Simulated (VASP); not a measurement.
# Re (P6_3/mmc) in VASP: notebook, part 2 of 2

VASP 6.6.1. The steps go on from the part before.

## Step 4: Relaxation of cell and atoms, PBE

This run uses another cell than the first one, of 14.71 Å³/atom.

File INCAR:

```
  PREC = Accurate
  ENCUT = 600
  EDIFF = 1E-6
  ISMEAR = 0
  SIGMA = 0.1
  LREAL = False
  LASPH = True
  NELM = 60
  ALGO = Normal
  ISIF = 3
  LWAVE = False
  LCHARG = False
  GGA = PE
  IBRION = 2
  NSW = 100
  EDIFFG = -0.002
```

File KPOINTS:

```
Automatic mesh
0
Gamma
  18 18 10
```

File POSCAR:

```
Re
1.0
    2.7608000000      0.0000000000      0.0000000000
   -1.3804000000      2.3909229348      0.0000000000
    0.0000000000      0.0000000000      4.4582000000
Re
2
Direct
    0.3333333333      0.6666666667      0.2500000000
    0.6666666667      0.3333333333      0.7500000000
```

Potentials or basis: VASP PAW PBE potentials, release 64 (Re).

Started as:

```
$ cat potpaw_PBE.64/Re/POTCAR > POTCAR
$ mpirun -np 1 vasp_std > vasp.out
```

OUTCAR:

```text
PREC = Accurate
   ENCUT = 600
   EDIFF = 1E-6
   ISMEAR = 0
   LREAL = False
   LASPH = True
   NELM = 60
   ISIF = 3
   GGA = PE
   IBRION = 2
   NSW = 100
   EDIFFG = -0.002

 ion  position               nearest neighbor table
   1  0.333  0.667  0.250-   2 2.74   2 2.74   2 2.74   2 2.74   2 2.74   2 2.74
   2  0.667  0.333  0.750-   1 2.74   1 2.74   1 2.74   1 2.74   1 2.74   1 2.74

  LATTYP: Found a hexagonal cell.
 ALAT       =     2.7608000000
 C/A-ratio  =     1.6148217908

  Lattice vectors:

 A1 = (   2.7608000000,   0.0000000000,   0.0000000000)
 A2 = (  -1.3804000000,   2.3909229348,   0.0000000000)
 A3 = (   0.0000000000,   0.0000000000,   4.4582000000)

Analysis of symmetry for initial positions (statically):
=====================================================================
 Subroutine PRICEL returns:
 Original cell was already a primitive cell.

 Routine SETGRP: Setting up the symmetry group for a
 hexagonal supercell.

 Subroutine GETGRP returns: Found 24 space group operations
 (whereof 12 operations were pure point group operations)
 out of a pool of 24 trial point group operations.

The static configuration has the point symmetry D_3d.
 The point group associated with its full space group is D_6h.

Analysis of symmetry for dynamics (positions and initial velocities):
=====================================================================
 Subroutine PRICEL returns:
 Original cell was already a primitive cell.

 Routine SETGRP: Setting up the symmetry group for a
 hexagonal supercell.

 Subroutine GETGRP returns: Found 24 space group operations
 (whereof 12 operations were pure point group operations)
 out of a pool of 24 trial point group operations.

The dynamic configuration has the point symmetry D_3d.
 The point group associated with its full space group is D_6h.

 Subroutine INISYM returns: Found 24 space group operations
 (whereof 12 operations are pure point group operations),
 and found     1 'primitive' translations

----------------------------------------------------------------------------------------

                                     Primitive cell

  volume of cell :      29.4280
[... 146 lines left out ...]
  -------------------------------------------------------------------------------------
  Total        1.0381403      1.0381403      1.0774362     -0.0000000     -0.0000000     -0.0000000
  in kB       56.5205721     56.5205721     58.6600008     -0.0000000     -0.0000000     -0.0000000
  external PRESSURE =      57.2337150 kB  Pullay stress =       0.0000000 kB
[... 89 lines left out ...]
  FREE ENERGIE OF THE ION-ELECTRON SYSTEM (eV)
  ---------------------------------------------------
  free  energy   TOTEN  =       -24.8566196349 eV

  energy  without entropy=      -24.8482151969  energy(sigma->0) =      -24.85241742

[... ionic steps 4 to 25 ...]

--------------------------------------- Ionic step       26  -------------------------------------------

 number of electron      14.0000000 magnetization

------------------------ aborting loop because EDIFF is reached ----------------------------------------
[... 67 lines left out ...]
--------------------------------------- Ionic step       28  -------------------------------------------

 number of electron      14.0000000 magnetization

 Free energy of the ion-electron system (eV)
  ---------------------------------------------------
  ext. energy  EPLUGINS =         0.00000000
  ---------------------------------------------------
  free energy    TOTEN  =       -24.85662748 eV

  energy without entropy =      -24.84823793  energy(sigma->0) =      -24.85243271

 E-fermi :   7.6889     XC(G=0): -13.6492

 val. band max:        7.6844465433   @ k =   0.1667   0.0556   0.1000
 cond. band min:       7.6962864305   @ k =   0.3333   0.1667   0.4000
 fundamental gap:      0.0118398872
 Fermi energy:         7.6889488493

 k-point     1 :       0.0000    0.0000    0.0000
  band No.  band energies     occupation
      1      -2.0606      2.00000
      2       1.1885      2.00000
      3       6.1573      2.00000
      4       6.1643      2.00000
      5       6.1643      2.00000
      6       6.9798      2.00000
      7       6.9798      2.00000
      8       7.8937      0.00379
      9       7.8937      0.00379
     10       8.2875      0.00000
     11      10.9998      0.00000
[... 309 lines left out ...]
 k-point    24 :       0.3889    0.1111    0.0000
  band No.  band energies     occupation
      1       2.2103      2.00000
      2       2.3530      2.00000
      3       2.6805      2.00000
      4       5.4339      2.00000
      5       5.6669      2.00000
      6       6.3472      2.00000
      7       7.0850      2.00000
      8      10.8377      0.00000
      9      11.4241      0.00000
     10      11.6986      0.00000
     11      13.2186      0.00000

 [... further k-points ...]

------------------------ aborting loop because EDIFF is reached ----------------------------------------

  FORCE on cell =-STRESS in cart. coord.  units (eV):
  Direction    XX          YY          ZZ          XY          YZ          ZX
  --------------------------------------------------------------------------------------
  -------------------------------------------------------------------------------------
  Total        0.0018962      0.0018962     -0.0027205     -0.0000000     -0.0000000      0.0000000
  in kB        0.1017237      0.1017237     -0.1459479     -0.0000000     -0.0000000      0.0000000
  external PRESSURE =       0.0191665 kB  Pullay stress =       0.0000000 kB
[... 17 lines left out ...]
  FREE ENERGIE OF THE ION-ELECTRON SYSTEM (eV)
  ---------------------------------------------------
  free  energy   TOTEN  =       -24.8566274758 eV

  energy  without entropy=      -24.8482379348  energy(sigma->0) =      -24.85243271

 reached required accuracy - stopping structural energy minimisation
```

It took 7.4 min on 1 thread of Intel Xeon 8259CL, shared host; peak memory 0.24 GiB.

Results:

* Free energy: -24.8566 eV
* Relaxed volume: 14.93 Å³/atom
* Relaxed cell: a = 2.774 Å, b = 2.774 Å, c = 4.481 Å, α = 90.00°, β = 90.00°, γ = 120.00°
* Space group after relaxing (to 0.1 Å): P6_3/mmc (No. 194)
* Energy gained by relaxing: 3.8 meV/atom
* Ionic steps: 28
* Pressure after relaxing: 0.0 GPa
* Band gap on the k mesh: zero (bands 7 and 8 overlap by 3.08 eV)

The path:
| step | energy change (eV) | largest force (eV/Å) | pressure (GPa) | volume (Å³) |
| --- | --- | --- | --- | --- |
| 1 | 0.0000 | 0.0000 | 5.72 | 29.43 |
| 2 | 0.1128 | 0.0000 | -19.63 | 31.72 |
| 3 | -0.0077 | 0.0000 | -0.18 | 29.88 |
| 4 | -0.0077 | 0.0000 | -0.05 | 29.86 |
| 5 | -0.0077 | 0.0000 | 0.06 | 29.86 |
| 6 | -0.0077 | 0.0000 | 0.14 | 29.86 |
| 7 | -0.0077 | 0.0000 | 0.14 | 29.86 |
| 8 | -0.0077 | 0.0000 | 0.13 | 29.86 |
| 9 | -0.0077 | 0.0000 | 0.00 | 29.87 |
| 10 | -0.0077 | 0.0000 | -0.04 | 29.87 |
| 11 | -0.0077 | 0.0000 | -0.03 | 29.86 |
| 12 | -0.0077 | 0.0000 | 0.04 | 29.86 |
| 13 | -0.0077 | 0.0000 | 0.06 | 29.86 |
| 14 | -0.0077 | 0.0000 | 0.06 | 29.86 |
| 15 | -0.0077 | 0.0000 | 0.04 | 29.86 |
| 16 | -0.0077 | 0.0000 | 0.03 | 29.86 |
| 17 | -0.0077 | 0.0000 | 0.03 | 29.86 |
| 18 | -0.0077 | 0.0000 | 0.04 | 29.86 |
| 19 | -0.0077 | 0.0000 | 0.04 | 29.86 |
| 20 | -0.0077 | 0.0000 | 0.04 | 29.86 |
| 21 | -0.0077 | 0.0000 | 0.03 | 29.87 |
| 22 | -0.0077 | 0.0000 | 0.02 | 29.87 |
| 23 | -0.0077 | 0.0000 | -0.05 | 29.87 |
| 24 | -0.0077 | 0.0000 | -0.09 | 29.87 |
| 25 | -0.0077 | 0.0000 | -0.04 | 29.87 |
| 26 | -0.0077 | 0.0000 | -0.03 | 29.87 |
| 27 | -0.0077 | 0.0000 | -0.01 | 29.87 |
| 28 | -0.0077 | 0.0000 | 0.00 | 29.86 |

Final structure:
```
CELL_PARAMETERS angstrom
2.77402 0.00000 0.00000
-1.38701 2.40237 0.00000
0.00000 0.00000 4.48139
ATOMIC_POSITIONS crystal
Re 0.33333 0.66667 0.25000
Re 0.66667 0.33333 0.75000
```

Caveat: spin-orbit coupling is left out, which moves the levels of the heavy elements. PBE usually gives volumes a little too large and moduli too small.

## Step 5: Relaxation of shape and atoms at fixed volume, PBE (15.40 Å³/atom)

This run uses another cell than the first one, of 15.40 Å³/atom.

File INCAR:

```
PREC = Accurate ; ENCUT = 600
EDIFF = 1E-6 ; ISMEAR = 0
SIGMA = 0.1 ; LREAL = False
LASPH = True ; NELM = 80
ALGO = Normal ; ISIF = 4
LWAVE = False ; LCHARG = False
GGA = PE ; IBRION = 2
NSW = 50 ; EDIFFG = -0.01
```

File KPOINTS:

```
regular mesh
0
Gamma
  18 18 10
```

File POSCAR:

```
Re
1.0
    2.8023629886      0.0000000000      0.0000000000
   -1.4011814943      2.4269175387      0.0000000000
    0.0000000000      0.0000000000      4.5285281582
Re
2
Direct
    0.3333333333      0.6666666667      0.2500000000
    0.6666666667      0.3333333333      0.7500000000
```

Started as:

```
$ cat potpaw_PBE.64/Re/POTCAR > POTCAR
$ mpirun -np 1 vasp_std > vasp.out
```

Wall time 2 min (1 thread of Intel Xeon 8259CL, shared host); peak memory 0.23 GiB.

The run converged. Its results:

```
Free energy               : -24.8250 eV
Energy gained by relaxing : 0.0 meV/atom
Ionic steps               : 3
Pressure after relaxing   : -10.7 GPa
Band gap on the k mesh    : zero (bands 7 and 8 overlap by 2.93 eV)
```

Stress tensor (GPa, compression positive):
```
-10.70   0.00   0.00
  0.00 -10.70   0.00
  0.00   0.00 -10.62
```

Final structure:
```
Re
1.0
     2.80295    0.00000    0.00000
    -1.40148    2.42743    0.00000
     0.00000    0.00000    4.52663
Re
2
Direct
  0.33333 0.66667 0.25000
  0.66667 0.33333 0.75000
```

Levels at points of the mesh, in eV from the Fermi level:
| k point | band 4 | band 5 | band 6 | band 7 | band 8 | band 9 | band 10 | band 11 |
| --- | --- | --- | --- | --- | --- | --- | --- | --- |
| (0.00, 0.00, 0.00) | -1.45 | -1.45 | -0.67 | -0.67 | 0.20 | 0.20 | 0.55 | 3.17 |
| (0.50, 0.00, 0.00) | -1.78 | -1.70 | -1.29 | -0.56 | 3.71 | 4.08 | 4.20 | 5.68 |
| (0.00, 0.00, 0.50) | -2.23 | -1.57 | -1.57 | -1.57 | -1.57 | 2.39 | 2.39 | 2.39 |
| (0.50, 0.00, 0.50) | -3.81 | 0.40 | 0.40 | 0.85 | 0.85 | 4.00 | 4.00 | 4.49 |

Caveat: spin-orbit coupling is left out, which moves the levels of the heavy elements.

## Step 6: Relaxation of shape and atoms at fixed volume, PBE (15.85 Å³/atom)

This run uses another cell than the first one, of 15.85 Å³/atom.

File INCAR:

```
PREC     = Accurate       # precision mode
ENCUT    = 600            # plane-wave cutoff, eV
EDIFF    = 1E-7           # SCF threshold, eV
ISMEAR   = 0              # smearing method
SIGMA    = 0.1            # smearing width, eV
LREAL    = F              # projectors in reciprocal space
LASPH    = T              # aspherical terms in the spheres
NELM     = 100            # most SCF steps
ALGO     = Fast           # electronic algorithm
ISIF     = 4              # what is computed and relaxed
LWAVE    = F              # write WAVECAR
LCHARG   = F              # write CHGCAR
GGA      = PE             # functional
IBRION   = 2              # ionic algorithm
NSW      = 50             # ionic steps
EDIFFG   = -0.01          # ionic threshold
```

File KPOINTS:

```
Automatic mesh
0
Gamma
  18 18 10
```

File POSCAR:

```
Re
1.0
    2.8293104396      0.0000000000      0.0000000000
   -1.4146552198      2.4502547159      0.0000000000
    0.0000000000      0.0000000000      4.5720743695
Re
2
Direct
    0.3333333333      0.6666666667      0.2500000000
    0.6666666667      0.3333333333      0.7500000000
```

Potentials or basis: VASP PAW PBE potentials, release 64 (Re).

Started as:

```
$ cat potpaw_PBE.64/Re/POTCAR > POTCAR
$ mpirun -np 1 vasp_std > vasp.out
```

Wall time 3 min (1 thread of Intel Xeon 8259CL, shared host); peak memory 0.24 GiB.

Results (log left out):

* Free energy: -24.7405 eV
* Energy gained by relaxing: 0.0 meV/atom
* Ionic steps: 3
* Pressure after relaxing: -19.3 GPa
* Band gap on the k mesh: zero (bands 7 and 8 overlap by 2.79 eV)

Final structure:
```
CELL_PARAMETERS angstrom
2.83026 0.00000 0.00000
-1.41513 2.45107 0.00000
0.00000 0.00000 4.56902
ATOMIC_POSITIONS crystal
Re 0.33333 0.66667 0.25000
Re 0.66667 0.33333 0.75000
```

Levels at points of the mesh, in eV from the Fermi level:
```tsv
k point	band 3	band 4	band 5	band 6	band 7	band 8	band 9	band 10	band 11
(0.00, 0.00, 0.00)	-1.39	-1.38	-1.38	-0.64	-0.64	0.19	0.19	0.51	3.04
(0.50, 0.00, 0.00)	-4.71	-1.71	-1.68	-1.24	-0.54	3.54	3.90	4.01	5.44
(0.00, 0.00, 0.50)	-2.15	-2.15	-1.50	-1.50	-1.50	-1.50	2.29	2.29	2.29
(0.50, 0.00, 0.50)	-3.66	-3.66	0.39	0.39	0.81	0.81	3.82	3.85	4.31
```

Caveat: spin-orbit coupling is left out, which moves the levels of the heavy elements.

## Step 7: Overview

```csv
task,cell,gap on the mesh (eV),pressure (GPa)
relaxation of shape and atoms at fixed volume,"relaxed from a = 2.856, b = 2.856, c = 4.613 Å, angles 90.0, 90.0, 120.0°, 2 atoms",none,-26.6
relaxation of shape and atoms at fixed volume,"relaxed from a = 2.747, b = 2.747, c = 4.439 Å, angles 90.0, 90.0, 120.0°, 2 atoms",none,11.7
relaxation of cell and atoms,"relaxed from a = 2.761, b = 2.761, c = 4.458 Å, angles 90.0, 90.0, 120.0°, 2 atoms",none,0.0
relaxation of shape and atoms at fixed volume,"relaxed from a = 2.802, b = 2.802, c = 4.529 Å, angles 90.0, 90.0, 120.0°, 2 atoms",none,-10.7
relaxation of shape and atoms at fixed volume,"relaxed from a = 2.829, b = 2.829, c = 4.572 Å, angles 90.0, 90.0, 120.0°, 2 atoms",none,-19.3
```

Alike in all rows: level PBE; potentials or basis VASP PAW PBE potentials, release 64 (Re); no spin polarisation; k mesh 18 × 18 × 10; cutoff (eV) 600; smearing gaussian 0.1 eV.

Caveats: spin-orbit coupling is left out, which moves the levels of the heavy elements; the relaxation stopped at its first step, so nothing moved (at least some runs).

Absolute energies hang on the potentials; compare differences alone.
